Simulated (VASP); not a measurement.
A run of VASP 6.6.1 is set up as follows.

The input INCAR:

```
SYSTEM = TiN
  PREC = Accurate
  ENCUT = 520
  EDIFF = 1E-7
  ISMEAR = -1
  SIGMA = 0.1
  LREAL = .False.
  LASPH = .True.
  NELM = 60
  ALGO = Normal
  ISIF = 2
  LWAVE = .False.
  LCHARG = .False.
  GGA = PS
  NBANDS = 16
```

The input KPOINTS:

```
Automatic mesh
0
Gamma
  17 17 17
  0 0 0
```

POSCAR

```
TiN
1.0
    0.0000000000      2.0593566416      2.0593566416
    2.0593566416      0.0000000000      2.0593566416
    2.0593566416      2.0593566416      0.0000000000
Ti N
1 1
Direct
    0.0000000000      0.0000000000      0.0000000000
    0.5000000000      0.5000000000      0.5000000000
```

Potentials or basis: VASP PAW PBE potentials, release 64 (Ti_sv, N).

The run is started by

```bash
$ cat potpaw_PBE.64/Ti_sv/POTCAR potpaw_PBE.64/N/POTCAR > POTCAR
$ mpirun -np 1 vasp_std > vasp.out
```

Q: What does it give for the pressure?

A: 21.6 GPa.

Caveat: the PAW data sets were made with another functional, which shifts forces and pressure a little.
